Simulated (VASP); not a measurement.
A run of VASP 6.6.1:

POSCAR

```
TiPt3
1.0
    3.9467684100      0.0000000000      0.0000000000
    0.0000000000      3.9467684100      0.0000000000
    0.0000000000      0.0000000000      3.9467684100
Ti Pt
1 3
Direct
    0.0000000000      0.0000000000      0.0000000000
    0.0000000000      0.5000000000      0.5000000000
    0.5000000000      0.0000000000      0.5000000000
    0.5000000000      0.5000000000      0.0000000000
```

File INCAR.step1:

```
  PREC = Accurate
  ENCUT = 520
  ISMEAR = -1
  SIGMA = 0.1
  LREAL = F
  LASPH = T
  NELM = 100
  NBANDS = 29
  GGA = PE
  ALGO = Normal
  EDIFF = 1E-4
  LWAVE = T
  LCHARG = F
```

INCAR.step2

```
  PREC = Accurate
  ENCUT = 520
  EDIFF = 1E-7
  ISMEAR = -1
  SIGMA = 0.1
  LREAL = F
  LASPH = T
  NELM = 100
  ALGO = Normal
  ISIF = 2
  LWAVE = F
  LCHARG = T
  METAGGA = R2SCAN
  LMIXTAU = T
  LELF = T
  LVHAR = T
  NBANDS = 29
  ISTART = 1
```

File KPOINTS:

```
Automatic mesh
0
Gamma
  9 9 9
```

Potentials or basis: VASP PAW PBE potentials, release 64 (Ti_sv, Pt).

The run is started by

```console
$ cat potpaw_PBE.64/Ti_sv/POTCAR potpaw_PBE.64/Pt/POTCAR > POTCAR
$ cp INCAR.step1 INCAR
$ mpirun -np 1 vasp_std > vasp.out
$ cp INCAR.step2 INCAR
$ mpirun -np 1 vasp_std > vasp.out
```

Hardware: 1 thread of Intel(R) Xeon(R) Platinum 8488C (Sapphire Rapids), with other jobs on the host.

Problem. Estimate the wall time of this run.

Solution. It took 3.6 min on 1 thread of Intel(R) Xeon(R) Platinum 8488C (Sapphire Rapids), with other jobs on the host, peak memory 0.2 GiB. Counts: k points 35.
